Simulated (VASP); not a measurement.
# As in VASP: further runs

As is run at these levels: PBE+D3(BJ); tasks: single point.

All numbers are computed with VASP 6.6.1; they aren't measurements. Logs are shortened: lines on timing, memory, paths and dates and some standing lists are left out, and cuts for length are marked.

### Step 1. The cell of the first run

The cell holds a slab with vacuum, 2 atoms: a = 3.406 Å, b = 3.406 Å, c = 28.574 Å, α = 90.00°, β = 90.00°, γ = 120.00°.

### Step 2. Single point, PBE+D3(BJ)

INCAR reads:

```
SYSTEM = As
PREC     = Accurate       ! precision mode
ENCUT    = 520            ! plane-wave cutoff, eV
EDIFF    = 1E-6           ! SCF threshold, eV
ISMEAR   = 0              ! smearing method
SIGMA    = 0.02           ! smearing width, eV
LREAL    = .False.        ! projectors in reciprocal space
LASPH    = .True.         ! aspherical terms in the spheres
NELM     = 80             ! most SCF steps
ALGO     = Normal         ! electronic algorithm
ISIF     = 2              ! what is computed and relaxed
LWAVE    = .False.        ! write WAVECAR
LCHARG   = .False.        ! write CHGCAR
LDIPOL   = .True.       
IDIPOL   = 3            
DIPOL    = 0.5 0.5 0.500
GGA      = PE             ! functional
IVDW     = 12             ! dispersion correction
NBANDS   = 12             ! bands
```

KPOINTS reads:

```
Automatic mesh
0
Gamma
  9 9 1
  0 0 0
```

POSCAR reads:

```
As
1.0
    3.4060000000      0.0000000000      0.0000000000
   -1.7030000000      2.9496825253      0.0000000000
    0.0000000000      0.0000000000     28.5742413766
As
2
Direct
    0.3333333333      0.6666666667      0.4685555956
    0.6666666667      0.3333333333      0.5314444044
```

Potentials or basis: VASP PAW PBE potentials, release 64 (As).

Run with:

```sh
$ cat potpaw_PBE.64/As/POTCAR > POTCAR
$ mpirun -np 1 vasp_std > vasp.out
```

OUTCAR:

```text
SYSTEM = As
   PREC = Accurate
   ENCUT = 520
   EDIFF = 1E-6
   ISMEAR = 0
   LREAL = .False.
   LASPH = .True.
   NELM = 80
   ISIF = 2
   GGA = PE
   IVDW = 12
 IVDW          = 12

 ion  position               nearest neighbor table
   1  0.333  0.667  0.469-   2 2.66   2 2.66   2 2.66
   2  0.667  0.333  0.531-   1 2.66   1 2.66   1 2.66

  LATTYP: Found a hexagonal cell.
 ALAT       =     3.4060000000
 C/A-ratio  =     8.3893838452

  Lattice vectors:

 A1 = (   3.4060000000,   0.0000000000,   0.0000000000)
 A2 = (  -1.7030000000,   2.9496825253,   0.0000000000)
 A3 = (   0.0000000000,   0.0000000000,  28.5742413766)

Analysis of symmetry for initial positions (statically):
=====================================================================
 Subroutine PRICEL returns:
 Original cell was already a primitive cell.

 Routine SETGRP: Setting up the symmetry group for a
 hexagonal supercell.

 Subroutine GETGRP returns: Found 12 space group operations
 (whereof 12 operations were pure point group operations)
 out of a pool of 24 trial point group operations.

The static configuration has the point symmetry D_3d.

Analysis of symmetry for dynamics (positions and initial velocities):
=====================================================================
 Subroutine PRICEL returns:
 Original cell was already a primitive cell.

 Routine SETGRP: Setting up the symmetry group for a
 hexagonal supercell.

 Subroutine GETGRP returns: Found 12 space group operations
 (whereof 12 operations were pure point group operations)
 out of a pool of 24 trial point group operations.

The dynamic configuration has the point symmetry D_3d.

 Subroutine INISYM returns: Found 12 space group operations
 (whereof 12 operations are pure point group operations),
 and found     1 'primitive' translations

----------------------------------------------------------------------------------------

                                     Primitive cell

  volume of cell :     287.0745

  direct lattice vectors                    reciprocal lattice vectors
     3.406000000  0.000000000  0.000000000     0.293599530  0.169509768  0.000000000
    -1.703000000  2.949682525  0.000000000     0.000000000  0.339019536  0.000000000
     0.000000000  0.000000000 28.574241377     0.000000000  0.000000000  0.034996555

  length of vectors
     3.406000000  3.406000000 28.574241377     0.339019536  0.339019536  0.034996555

  position of ions in fractional coordinates (direct lattice)
     0.333333333  0.666666667  0.468555596
     0.666666667  0.333333333  0.531444404

  ion indices of the primitive-cell ions
   primitive index   ion index
[... 78 lines left out ...]
   IALGO  =     38    algorithm
   IMIX   =      4    mixing-type and parameters
     AMIX     =   0.40;   BMIX     =  1.00
     AMIX_MAG =   1.60;   BMIX_MAG =  1.00
  volume/ion in A,a.u.               =     143.54       968.64
  Fermi-wavevector in a.u.,A,eV,Ry     =   0.534659  1.010358  3.889360  0.285860
  Thomas-Fermi vector in A             =   1.559165
   LORBIT       =      0    0 simple, 1 ext, 2 COOP (PROOUT), +10 PAW based schemes
   GGA     = PE    functional components
   LHFCALC =     F    Hartree Fock is set to
   AEXX    =    0.0000 exact exchange contribution
   IVDW    =    12    specifies the selected vdW correction
   LEPSILON=     F    determine dielectric tensor
   LRPA    =     F    only Hartree local field effects (RPA)
 non-spin polarized calculation
 Gauss-broadening in eV      SIGMA  =   0.02
  energy-cutoff  :      520.00
  volume of cell :      287.07
 maximum number of plane-waves:      7763
 NGX is ok and might be reduce to    28
   NGX = 13   NGY = 13   NGZ =107

 number of electron      10.0000001 magnetization

 dipolmoment           0.000000      0.000000     -0.000000 electrons x Angstroem

 Free energy of the ion-electron system (eV)
  ---------------------------------------------------
  ext. energy  EPLUGINS =         0.00000000
  ---------------------------------------------------
  free energy    TOTEN  =        -8.60325310 eV

  energy without entropy =       -8.60325310  energy(sigma->0) =       -8.60325310

 E-fermi :  -2.5024     XC(G=0):  -2.0321

 val. band max:       -2.5910635103   @ k =   0.3333  -0.0000   0.0000
 cond. band min:      -2.3714825496   @ k =   0.3333   0.2222   0.0000
 fundamental gap:      0.2195809606
 Fermi energy:        -2.5023973956

 k-point     1 :       0.0000    0.0000    0.0000
  band No.  band energies     occupation
      1     -16.5777      2.00000
      2     -12.1209      2.00000
      3      -5.5331      2.00000
      4      -1.7072      0.00000
      5      -1.7072      0.00000
      6      -0.8062      0.00000
      7       0.6252      0.00000
      8       0.6252      0.00000
      9       1.0753      0.00000
     10       1.3577      0.00000
     11       1.5067      0.00000
     12       1.9298      0.00000
[... 151 lines left out ...]
 k-point    12 :       0.3333    0.3333    0.0000
  band No.  band energies     occupation
      1     -12.7934      2.00000
      2     -12.7934      2.00000
      3      -7.2197      2.00000
      4      -5.8971      2.00000
      5      -5.8971      2.00000
      6      -2.9149      2.00000
      7      -0.3437      0.00000
      8      -0.3437      0.00000
      9       4.0858      0.00000
     10       5.7451      0.00000
     11       5.7451      0.00000
     12       6.1886      0.00000

------------------------ aborting loop because EDIFF is reached ----------------------------------------

 vacuum level on the upper side and lower side of the slab       (xc-potential included)        -0.008        -0.008

 Edisp (eV)   -0.45212

 E8    (eV) :    -0.2042

  FORCE on cell =-STRESS in cart. coord.  units (eV):
  Direction    XX          YY          ZZ          XY          YZ          ZX
  --------------------------------------------------------------------------------------
  -------------------------------------------------------------------------------------
  Total      -0.37371    -0.37371    -4.77982     0.00000     0.00000     0.00000
  in kB      -2.08567    -2.08567   -26.67640     0.00000     0.00000     0.00000
  external pressure =      -10.28 kB  Pullay stress =        0.00 kB

 VOLUME and BASIS-vectors are now :
 -----------------------------------------------------------------------------
  energy-cutoff  :      520.00
  volume of cell :      287.07
      direct lattice vectors                 reciprocal lattice vectors
     3.406000000  0.000000000  0.000000000     0.293599530  0.169509768  0.000000000
    -1.703000000  2.949682525  0.000000000     0.000000000  0.339019536  0.000000000
     0.000000000  0.000000000 28.574241377     0.000000000  0.000000000  0.034996555

 POSITION                                       TOTAL-FORCE (eV/Angst)
 -----------------------------------------------------------------------------------
     -0.00000      1.96646     13.38862        -0.000000      0.000000      2.658844
      1.70300      0.98323     15.18562         0.000000      0.000000     -2.658844
 -----------------------------------------------------------------------------------
    total drift:                               -0.000000     -0.000000      0.000000

  FREE ENERGIE OF THE ION-ELECTRON SYSTEM (eV)
  ---------------------------------------------------
  free  energy   TOTEN  =        -9.0553754436 eV

  energy  without entropy=       -9.0553754436  energy(sigma->0) =       -9.05537544

 vacuum level on the upper side and lower side of the slab         1.401         1.401
```

Run time: 2.8 min. Hardware: 1 thread of Intel Xeon Platinum 8259CL at 2.50GHz (Skylake/Cascade Lake), shared host; peak memory 0.41 GiB.

What came out:

* Free energy: -9.0554 eV
* Largest force: 2.659 eV/Å
* Band gap on the k mesh: zero (band 5 reaches -1.71 eV, above the bottom of band 6 at -2.91 eV)
* Dispersion energy per atom: -0.226 eV

Forces in eV/Å, atoms in the order of the input:
```
As   0.000  0.000  2.659
As   0.000  0.000 -2.659
```

Levels at points of the mesh, in eV from the Fermi level:
```
           k point  band 2  band 3  band 4  band 5  band 6  band 7  band 8  band 9
(0.00, 0.00, 0.00)   -9.62   -3.03    0.80    0.80    1.70    3.13    3.13    3.58
```

### Step 3. Single point, PBE+D3(BJ)

Edit INCAR of step 2 so:

```diff
@@ -3,3 +3,3 @@
 ENCUT    = 520            ! plane-wave cutoff, eV
-EDIFF    = 1E-6           ! SCF threshold, eV
+EDIFF    = 1E-7           ! SCF threshold, eV
 ISMEAR   = 0              ! smearing method
@@ -12,3 +12,3 @@
 LWAVE    = .False.        ! write WAVECAR
-LCHARG   = .False.        ! write CHGCAR
+LCHARG   = .True.         ! write CHGCAR
 LDIPOL   = .True.       
@@ -18,2 +18,5 @@
 IVDW     = 12             ! dispersion correction
+LELF     = .True.         ! ELF
+LVHAR    = .True.       
+LVACPOTAV= .True.       
 NBANDS   = 12             ! bands
```

KPOINTS is that of step 2.

POSCAR reads:

```
As
1.0
    3.4060000000      0.0000000000      0.0000000000
   -1.7030000000      2.9496825253      0.0000000000
    0.0000000000      0.0000000000     28.5742413766
As
2
Direct
    0.3333333333      0.6666666667      0.4947680151
    0.6666666667      0.3333333333      0.5052319849
```

Potentials or basis: VASP PAW PBE potentials, release 64 (As).

Run with:

```sh
$ cat potpaw_PBE.64/As/POTCAR > POTCAR
$ mpirun -np 1 vasp_std > vasp.out
```

Wall time 2.8 min (1 thread of Intel Xeon Platinum 8259CL at 2.50GHz (Skylake/Cascade Lake), shared host); peak memory 0.41 GiB.

Results (log left out):

| Quantity | Value |
| --- | --- |
| Free energy | -2.7149 eV |
| Largest force | 4.630 eV/Å |
| Band gap on the k mesh | zero (band 5 reaches -0.88 eV, above the bottom of band 6 at -3.22 eV) |
| Dispersion energy per atom | -0.244 eV |
| Work function of the upper face | 3.21 eV |
| Work function of the lower face | 3.21 eV |

Forces in eV/Å, atoms in the order of the input:
```
As   0.000  0.000 -4.630
As   0.000  0.000  4.630
```

Levels at points of the mesh, in eV from the Fermi level:
| k point | band 2 | band 3 | band 4 | band 5 | band 6 | band 7 | band 8 | band 9 |
| --- | --- | --- | --- | --- | --- | --- | --- | --- |
| (0.00, 0.00, 0.00) | -7.41 | -5.03 | -5.03 | -0.67 | 1.04 | 1.28 | 1.28 | 2.88 |

### Step 4. Single point, PBE+D3(BJ)

INCAR reads:

```
ALGO = Normal
DIPOL = 0.5 0.5 0.500
EDIFF = 1E-7
ENCUT = 520
GGA = PE
IDIPOL = 3
ISIF = 2
ISMEAR = 0
IVDW = 12
LASPH = True
LCHARG = False
LDIPOL = True
LREAL = False
LWAVE = False
NBANDS = 12
NELM = 60
PREC = Accurate
SIGMA = 0.02
```

KPOINTS reads:

```
k-points
0
Gamma
  9 9 1
```

POSCAR reads:

```
As
1.0
    3.4060000000      0.0000000000      0.0000000000
   -1.7030000000      2.9496825253      0.0000000000
    0.0000000000      0.0000000000     28.5742413766
As
2
Direct
    0.3333333333      0.6666666667      0.4842865470
    0.6666666667      0.3333333333      0.5157134530
```

Run with:

```sh
$ cat potpaw_PBE.64/As/POTCAR > POTCAR
$ mpirun -np 1 vasp_std > vasp.out
```

It took 3.3 min on 1 thread of Intel Xeon Platinum 8259CL at 2.50GHz (Skylake/Cascade Lake), shared host; peak memory 0.39 GiB.

It converged, with:

| Item | Value |
| --- | --- |
| Free energy | -7.1116 eV |
| Largest force | 7.957 eV/Å |
| Band gap on the k mesh | zero (band 5 reaches -3.33 eV, above the bottom of band 6 at -3.38 eV) |
| Dispersion energy per atom | -0.240 eV |

Forces in eV/Å, atoms in the order of the input:
```
As   0.000  0.000 -7.957
As   0.000  0.000  7.957
```

Levels at points of the mesh, in eV from the Fermi level:
| k point | band 3 | band 4 | band 5 | band 6 | band 7 | band 8 |
| --- | --- | --- | --- | --- | --- | --- |
| (0.00, 0.00, 0.00) | -2.80 | -2.80 | -0.14 | 0.59 | 2.37 | 2.37 |
